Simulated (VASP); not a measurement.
Input of a VASP 6.6.1 run:

Contents of POSCAR:

```
Pt
1.0
    2.6502389911      0.0000000000      0.0000000000
   -1.3251194956      2.2951742924      0.0000000000
    0.0000000000      0.0000000000      5.1755047200
Pt
2
Direct
    0.6666666667      0.3333333333      0.7500000000
    0.3333333333      0.6666666667      0.2500000000
```

INCAR.step1

```
PREC = Accurate
ENCUT = 520
ISMEAR = 0
SIGMA = 0.15
LREAL = F
LASPH = T
NELM = 80
NBANDS = 17
GGA = PE
ALGO = Normal
EDIFF = 1E-4
LWAVE = T
LCHARG = F
```

File INCAR.step2:

```
PREC = Accurate
ENCUT = 520
EDIFF = 1E-6
ISMEAR = 0
SIGMA = 0.15
LREAL = F
LASPH = T
NELM = 80
ALGO = Normal
ISIF = 2
LWAVE = F
LCHARG = F
METAGGA = R2SCAN
LMIXTAU = T
NBANDS = 17
ISTART = 1
```

The input KPOINTS:

```
regular mesh
0
Gamma
  18 18 10
```

Potentials or basis: VASP PAW PBE potentials, release 64 (Pt).

Run with:

```sh
$ cat potpaw_PBE.64/Pt/POTCAR > POTCAR
$ cp INCAR.step1 INCAR
$ mpirun -np 1 vasp_std > vasp.out
$ cp INCAR.step2 INCAR
$ mpirun -np 1 vasp_std > vasp.out
```

Problem. Estimate the pressure.

Solution. 3.4 GPa.

Problem. Predict the band gap on the k mesh.

Solution. Zero (bands 10 and 11 overlap by 1.78 eV).

Stress tensor (GPa, compression positive):
```
 12.23   0.00   0.00
  0.00  12.23   0.00
  0.00   0.00 -14.18
```

Caveat: the cell differs from its parent crystal (strain -0.040 along x and y, +0.080 along z); the cell stands under pressure; the PAW data sets were made with another functional, which shifts forces and pressure a little; spin-orbit coupling is left out, which moves the levels of the heavy elements.
